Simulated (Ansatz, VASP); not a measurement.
**BiTe in VASP and in Ansatz**

```
Bi Te
1.0
     0.00000    3.22801    3.22801
     3.22801    0.00000    3.22801
     3.22801    3.22801    0.00000
Bi Te
1 1
Direct
  0.00000 0.00000 0.00000
  0.50000 0.50000 0.50000
```

Alike in both runs: task single point; functional PBE; k mesh 12 × 12 × 12; occupations gaussian, width 0.1 eV; no spin polarisation.

|  | VASP | Ansatz |
| --- | --- | --- |
| version | VASP 6.6.1 | Ansatz 0.2.0 |
| potentials or method | VASP PAW PBE potentials, release 64 (Bi_d, Te), cutoff 520 eV | scalar-relativistic, plane waves, PAW |
| valence electrons in the cell | 21 | 31 |

```csv
,VASP,Ansatz,Ansatz less VASP
gap on the k mesh at the Fermi level (eV),none,none,-
pressure (GPa),1.0,1.0,+0.05
```

A gap of «none» marks a metal or a gap that the smearing closes. VASP's potentials hold 21 valence electrons a cell and Ansatz's 31, so a difference there can come from the potentials and not from the codes.

Neither program's run includes spin-orbit coupling.
